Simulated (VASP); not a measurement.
# KCl (P4/mmm) in VASP: further runs

KCl is run at these levels: PBEsol; tasks: electric field gradients.

Everything below comes from runs of VASP 6.6.1. Logs are shortened: lines on timing, memory, paths and dates and some standing lists are left out, and cuts for length are marked.

## (1) The cell of the first run

Symmetry: P4/mmm, No. 123, tetragonal system. Conventional cell: a = 3.670 Å, b = 3.670 Å, c = 3.634 Å, α = 90.00°, β = 90.00°, γ = 90.00°. K (site symmetry 4/mmm) has 8 Cl at 3.17 Å and 6 K at 3.63 to 3.67 Å within 4.2 Å. Cl (site symmetry 4/mmm) has 8 K at 3.17 Å and 6 Cl at 3.63 to 3.67 Å within 4.2 Å.

## (2) Electric field gradients, PBEsol (equal xx and yy strain of +1 %)

Contents of INCAR:

```
SYSTEM = KCl
PREC = Accurate
ENCUT = 520
EDIFF = 1E-8
ISMEAR = -1
SIGMA = 0.02
LREAL = .FALSE.
LASPH = .TRUE.
NELM = 80
ALGO = Normal
ISIF = 2
LWAVE = .FALSE.
LCHARG = .FALSE.
GGA = PS
LEFG = .TRUE.
NBANDS = 15
```

Contents of KPOINTS:

```
regular mesh
0
G
  7 7 7
  0 0 0
```

Contents of POSCAR:

```
KCl
1.0
    3.6703400000      0.0000000000      0.0000000000
    0.0000000000      3.6703400000      0.0000000000
    0.0000000000      0.0000000000      3.6340000000
K Cl
1 1
Direct
    0.0000000000      0.0000000000      0.0000000000
    0.5000000000      0.5000000000      0.5000000000
```

Potentials or basis: VASP PAW PBE potentials, release 64 (K_sv, Cl).

Launch:

```
$ cat potpaw_PBE.64/K_sv/POTCAR potpaw_PBE.64/Cl/POTCAR > POTCAR
$ mpirun -np 1 vasp_std > vasp.out
```

OUTCAR:

```text
SYSTEM = KCl
   PREC = Accurate
   ENCUT = 520
   EDIFF = 1E-8
   ISMEAR = -1
   LREAL = .FALSE.
   LASPH = .TRUE.
   NELM = 80
   ISIF = 2
   GGA = PS

 ion  position               nearest neighbor table
   1  0.000  0.000  0.000-   2 3.17   2 3.17   2 3.17   2 3.17   2 3.17   2 3.17   2 3.17   2 3.17

   2  0.500  0.500  0.500-   1 3.17   1 3.17   1 3.17   1 3.17   1 3.17   1 3.17   1 3.17   1 3.17

  LATTYP: Found a simple tetragonal cell.
 ALAT       =     3.6703400000
 C/A-ratio  =     0.9900990099

  Lattice vectors:

 A1 = (   3.6703400000,   0.0000000000,   0.0000000000)
 A2 = (   0.0000000000,   3.6703400000,   0.0000000000)
 A3 = (   0.0000000000,   0.0000000000,   3.6340000000)

Analysis of symmetry for initial positions (statically):
=====================================================================
 Subroutine PRICEL returns:
 Original cell was already a primitive cell.

 Routine SETGRP: Setting up the symmetry group for a
 simple tetragonal supercell.

 Subroutine GETGRP returns: Found 16 space group operations
 (whereof 16 operations were pure point group operations)
 out of a pool of 16 trial point group operations.

The static configuration has the point symmetry D_4h.

Analysis of symmetry for dynamics (positions and initial velocities):
=====================================================================
 Subroutine PRICEL returns:
 Original cell was already a primitive cell.

 Routine SETGRP: Setting up the symmetry group for a
 simple tetragonal supercell.

 Subroutine GETGRP returns: Found 16 space group operations
 (whereof 16 operations were pure point group operations)
 out of a pool of 16 trial point group operations.

The dynamic configuration has the point symmetry D_4h.

 Subroutine INISYM returns: Found 16 space group operations
 (whereof 16 operations are pure point group operations),
 and found     1 'primitive' translations

----------------------------------------------------------------------------------------

                                     Primitive cell

  volume of cell :      48.9551

  direct lattice vectors                    reciprocal lattice vectors
     3.670340000  0.000000000  0.000000000     0.272454323  0.000000000  0.000000000
     0.000000000  3.670340000  0.000000000     0.000000000  0.272454323  0.000000000
     0.000000000  0.000000000  3.634000000     0.000000000  0.000000000  0.275178866

  length of vectors
     3.670340000  3.670340000  3.634000000     0.272454323  0.272454323  0.275178866

  position of ions in fractional coordinates (direct lattice)
     0.000000000  0.000000000  0.000000000
     0.500000000  0.500000000  0.500000000

  ion indices of the primitive-cell ions
   primitive index   ion index
                 1           1
                 2           2

----------------------------------------------------------------------------------------

 KPOINTS: regular mesh

Automatic generation of k-mesh.
 Grid dimensions read from file:
 generate k-points for:    7    7    7

 Generating k-lattice:

  Cartesian coordinates                     Fractional coordinates (reciprocal lattice)
     0.038922046  0.000000000  0.000000000     0.142857143  0.000000000  0.000000000
     0.000000000  0.038922046  0.000000000     0.000000000  0.142857143  0.000000000
     0.000000000  0.000000000  0.039311267     0.000000000  0.000000000  0.142857143

  Length of vectors
     0.038922046  0.038922046  0.039311267

  Shift w.r.t. Gamma in fractional coordinates (k-lattice)
     0.000000000  0.000000000  0.000000000

 Subroutine IBZKPT returns following result:
 ===========================================

 Found     40 irreducible k-points:

 Following reciprocal coordinates:
[... 33 lines left out ...]
   NGXF,Y,Z  is equivalent  to a cutoff of  25.36, 25.36, 25.62 a.u.
 SYSTEM =  KCl
   PREC   = accura    normal or accurate (medium, high low for compatibility)
   ISTART =      0    job   : 0-new  1-cont  2-samecut
   ICHARG =      2    charge: 1-file 2-atom 10-const
   ISPIN  =      1    spin polarized calculation?
   LNONCOLLINEAR =      F non collinear calculations
   LSORBIT =      F    spin-orbit coupling
   LASPH  =      T    aspherical Exc in radial PAW
   ENCUT  =  520.0 eV  38.22 Ry    6.18 a.u.   6.82  6.82  6.76*2*pi/ulx,y,z
   NELM   =     80;   NELMIN=  2; NELMDL= -5     # of ELM steps
   EDIFF  = 0.1E-07   stopping-criterion for ELM
   LREAL  =      F    real-space projection
   EDIFFG = 0.1E-06   stopping-criterion for IOM
   NSW    =      0    number of steps for IOM
   IBRION =     -1    ionic relax: 0-MD 1-quasi-New 2-CG
   NFREE  =      0    steps in history (QN), initial steepest desc. (CG)
   ISIF   =      2    stress and relaxation
   ISYM   =      2    0-nonsym 1-usesym 2-fastsym
   POTIM  = 0.5000    time-step for ionic-motion
   TEBEG  =    0.0;   TEEND  =   0.0 temperature during run
   PSTRESS=    0.0 pullay stress
   NELECT =      16.0000    total number of electrons
   NUPDOWN=      -1.0000    fix difference up-down
   EMIN   =  10.00;   EMAX   =-10.00  energy-range for DOS
   EFERMI =   0.00;   METHOD = LEGACY
   ISMEAR =    -1;   SIGMA  =   0.02  broadening in eV -4-tet -1-fermi 0-gaus
   EFERMI_NEDOS =   21; number of points for ismear=-14 and -15
   IALGO  =     38    algorithm
   IMIX   =      4    mixing-type and parameters
     AMIX     =   0.40;   BMIX     =  1.00
     AMIX_MAG =   1.60;   BMIX_MAG =  1.00
  volume/ion in A,a.u.               =      24.48       165.18
  Fermi-wavevector in a.u.,A,eV,Ry     =   1.127671  2.130989 17.301731  1.271641
  Thomas-Fermi vector in A             =   2.264358
   LORBIT       =      0    0 simple, 1 ext, 2 COOP (PROOUT), +10 PAW based schemes
   GGA     = PS    functional components
   LHFCALC =     F    Hartree Fock is set to
   AEXX    =    0.0000 exact exchange contribution
   IVDW    =     0    specifies the selected vdW correction
   LEPSILON=     F    determine dielectric tensor
   LRPA    =     F    only Hartree local field effects (RPA)
 non-spin polarized calculation
  energy-cutoff  :      520.00
  volume of cell :       48.96
 maximum number of plane-waves:      1341
 NGX is ok and might be reduce to    28
   NGX = 13   NGY = 13   NGZ = 13

 number of electron      15.9999995 magnetization

 Free energy of the ion-electron system (eV)
  ---------------------------------------------------
  ext. energy  EPLUGINS =         0.00000000
  ---------------------------------------------------
  free energy    TOTEN  =        -6.89660297 eV

  energy without entropy =       -6.89660297  energy(sigma->0) =       -6.89660297

 E-fermi :   0.2814     XC(G=0):  -8.9356

 val. band max:       -0.1209322073   @ k =   0.4286   0.4286   0.0000
 cond. band min:       5.1340885637   @ k =   0.0000   0.0000   0.0000
 fundamental gap:      5.2550207710
 Fermi energy:         0.2813897464

 k-point     1 :       0.0000    0.0000    0.0000
  band No.  band energies     occupation
      1     -27.8014      2.00000
      2     -12.9821      2.00000
      3     -11.2214      2.00000
      4     -11.2214      2.00000
      5     -11.2113      2.00000
      6      -0.3813      2.00000
      7      -0.3813      2.00000
      8      -0.3185      2.00000
      9       5.1341      0.00000
     10       6.1021      0.00000
     11       6.1524      0.00000
     12      10.8069      0.00000
     13      10.8901      0.00000
     14      10.8901      0.00000
[... 401 lines left out ...]
      2     -12.9011      2.00000
      3     -11.4505      2.00000
      4     -11.2639      2.00000
      5     -11.1442      2.00000
      6      -1.8313      2.00000
      7      -1.1935      2.00000
      8      -0.2748      2.00000
      9       6.8008      0.00000
     10       7.5530      0.00000
     11       9.3155      0.00000
     12       9.7128      0.00000
     13       9.7624      0.00000
     14      10.9470      0.00000
     15      12.5422      0.00000

 [... further k-points ...]

------------------------ aborting loop because EDIFF is reached ----------------------------------------

  FORCE on cell =-STRESS in cart. coord.  units (eV):
  Direction    XX          YY          ZZ          XY          YZ          ZX
  --------------------------------------------------------------------------------------
  -------------------------------------------------------------------------------------
  Total        0.4823004      0.4823004      0.6332989      0.0000000      0.0000000      0.0000000
  in kB       15.7844936     15.7844936     20.7263021      0.0000000      0.0000000      0.0000000
  external PRESSURE =      17.4317631 kB  Pullay stress =       0.0000000 kB

 VOLUME and BASIS-vectors are now :
 -----------------------------------------------------------------------------
  energy-cutoff  :      520.00
  volume of cell :       48.96
      direct lattice vectors                 reciprocal lattice vectors
     3.670340000  0.000000000  0.000000000     0.272454323  0.000000000  0.000000000
     0.000000000  3.670340000  0.000000000     0.000000000  0.272454323  0.000000000
     0.000000000  0.000000000  3.634000000     0.000000000  0.000000000  0.275178866

 POSITION                                       TOTAL-FORCE (eV/Angst)
 -----------------------------------------------------------------------------------
      0.00000      0.00000      0.00000         0.000000      0.000000      0.000000
      1.83517      1.83517      1.81700         0.000000      0.000000      0.000000
 -----------------------------------------------------------------------------------
    total drift:                               -0.000000      0.000000      0.000000

  FREE ENERGIE OF THE ION-ELECTRON SYSTEM (eV)
  ---------------------------------------------------
  free  energy   TOTEN  =        -6.8966029722 eV

  energy  without entropy=       -6.8966029721  energy(sigma->0) =       -6.89660297

 Electric field gradients (V/A^2)
---------------------------------------------------------------------
 ion       V_xx      V_yy      V_zz      V_xy      V_xz      V_yz
---------------------------------------------------------------------
   1      -0.655    -0.655     1.309    -0.000    -0.000    -0.000
   2       1.280     1.280    -2.559     0.000    -0.000    -0.000
---------------------------------------------------------------------

 Electric field gradients after diagonalization (V/A^2)
 (convention: |V_zz| > |V_xx| > |V_yy|)
----------------------------------------------------------------------
 ion       V_xx      V_yy      V_zz     asymmetry (V_yy - V_xx)/ V_zz
----------------------------------------------------------------------
   1      -0.655    -0.655     1.309       0.000
   2       1.280     1.280    -2.559       0.000
----------------------------------------------------------------------

           NMR quadrupolar parameters

 Cq : quadrupolar parameter    Cq=e*Q*V_zz/h
 eta: asymmetry parameters     (V_yy - V_xx)/ V_zz
 Q  : nuclear electric quadrupole moment in mb (millibarn)
----------------------------------------------------------------------
 ion       Cq(MHz)       eta       Q (mb)
----------------------------------------------------------------------
   1       0.003       0.000       1.000
   2      -0.006       0.000       1.000
----------------------------------------------------------------------
```

Wall time 16 s (1 thread of Intel Xeon Platinum 8488C (Sapphire Rapids), shared host); peak memory 0.16 GiB.

What came out:

```yaml
Free_energy: -6.8966 eV
Pressure: 1.7 GPa
Band_gap_on_the_k_mesh: 5.25 eV, indirect (least direct gap 5.45 eV)
```

Stress tensor (GPa, compression positive):
```
1.58 0.00 0.00
0.00 1.58 0.00
0.00 0.00 2.07
```

Electric field gradients, principal values (V/Å²):
```csv
atom,least,middle,greatest (by size)
1 K,-0.655,-0.655,1.309
2 Cl,1.280,1.280,-2.559
```

Caveat: the cell differs from its parent crystal (equal xx and yy strain of +1 %); without QUAD_EFG the Cq values of the log hold for a quadrupole moment of 1 mb, not for the nuclei; the PAW data sets were made with another functional, which shifts forces and pressure a little.

## (3) Electric field gradients, PBEsol (equal xx and yy strain of +1 %)

Contents of INCAR:

```
  PREC = Accurate
  ENCUT = 520
  EDIFF = 1E-8
  ISMEAR = -1
  SIGMA = 0.02
  LREAL = False
  LASPH = True
  NELM = 100
  ALGO = Normal
  ISIF = 2
  LWAVE = False
  LCHARG = False
  GGA = PS
  LEFG = True
  NBANDS = 15
```

Contents of KPOINTS:

```
Automatic mesh
0
Gamma
  7 7 7
```

POSCAR is that of step 2.

Potentials or basis: VASP PAW PBE potentials, release 64 (K_sv, Cl).

Launch:

```
$ cat potpaw_PBE.64/K_sv/POTCAR potpaw_PBE.64/Cl/POTCAR > POTCAR
$ mpirun -np 1 vasp_std > vasp.out
```

OUTCAR:

```text
PREC = Accurate
   ENCUT = 520
   EDIFF = 1E-8
   ISMEAR = -1
   LREAL = False
   LASPH = True
   NELM = 100
   ISIF = 2
   GGA = PS

 ion  position               nearest neighbor table
   1  0.000  0.000  0.000-   2 3.17   2 3.17   2 3.17   2 3.17   2 3.17   2 3.17   2 3.17   2 3.17

   2  0.500  0.500  0.500-   1 3.17   1 3.17   1 3.17   1 3.17   1 3.17   1 3.17   1 3.17   1 3.17

  LATTYP: Found a simple tetragonal cell.
 ALAT       =     3.6703400000
 C/A-ratio  =     0.9900990099

  Lattice vectors:

[... 645 lines left out ...]
  FREE ENERGIE OF THE ION-ELECTRON SYSTEM (eV)
  ---------------------------------------------------
  free  energy   TOTEN  =        -6.8966029722 eV

  energy  without entropy=       -6.8966029721  energy(sigma->0) =       -6.89660297

 Electric field gradients (V/A^2)
---------------------------------------------------------------------
 ion       V_xx      V_yy      V_zz      V_xy      V_xz      V_yz
---------------------------------------------------------------------
   1      -0.655    -0.655     1.309    -0.000    -0.000    -0.000
   2       1.280     1.280    -2.559     0.000    -0.000    -0.000
---------------------------------------------------------------------

 Electric field gradients after diagonalization (V/A^2)
 (convention: |V_zz| > |V_xx| > |V_yy|)
----------------------------------------------------------------------
 ion       V_xx      V_yy      V_zz     asymmetry (V_yy - V_xx)/ V_zz
----------------------------------------------------------------------
   1      -0.655    -0.655     1.309       0.000
   2       1.280     1.280    -2.559       0.000
----------------------------------------------------------------------

           NMR quadrupolar parameters

 Cq : quadrupolar parameter    Cq=e*Q*V_zz/h
 eta: asymmetry parameters     (V_yy - V_xx)/ V_zz
 Q  : nuclear electric quadrupole moment in mb (millibarn)
----------------------------------------------------------------------
 ion       Cq(MHz)       eta       Q (mb)
----------------------------------------------------------------------
   1       0.003       0.000       1.000
   2      -0.006       0.000       1.000
----------------------------------------------------------------------
```

stdout:

```text
POSCAR found type information on POSCAR K Cl
 POSCAR found :  2 types and       2 ions
 scaLAPACK will be used
 -----------------------------------------------------------------------------
|                                                                             |
|                                                                             |
|     You enforced a specific xc type in the INCAR file but a different       |
|     I HOPE YOU KNOW WHAT YOU ARE DOING!                                     |
|                                                                             |
 -----------------------------------------------------------------------------

 LDA part: xc-table for (Slater+PW92), standard interpolation
 POSCAR, INCAR and KPOINTS ok, starting setup
 FFT: planning ... GRIDC
 FFT: planning ... GRID_SOFT
 FFT: planning ... GRID
 WAVECAR not read
 entering main loop
ion   1

ion   2
```

It took 16 s on 1 thread of Intel Xeon Platinum 8488C (Sapphire Rapids), shared host; peak memory 0.16 GiB.

Results:

| Property | Result |
| --- | --- |
| Free energy | -6.8966 eV |
| Pressure | 1.7 GPa |
| Band gap on the k mesh | 5.25 eV, indirect (least direct gap 5.45 eV) |

Stress tensor (GPa, compression positive):
```
1.58 0.00 0.00
0.00 1.58 0.00
0.00 0.00 2.07
```

Levels at points of the mesh, in eV from the valence-band top:
```tsv
k point	band 5	band 6	band 7	band 8	band 9	band 10	band 11	band 12
(0.00, 0.00, 0.00)	-11.09	-0.26	-0.26	-0.20	5.25	6.22	6.27	10.93
```

Electric field gradients, principal values (V/Å²):
```csv
atom,least,middle,greatest (by size)
1 K,-0.655,-0.655,1.309
2 Cl,1.280,1.280,-2.559
```

Caveat: the cell differs from its parent crystal (equal xx and yy strain of +1 %); without QUAD_EFG the Cq values of the log hold for a quadrupole moment of 1 mb, not for the nuclei; the PAW data sets were made with another functional, which shifts forces and pressure a little. A k mesh can miss the band edges.
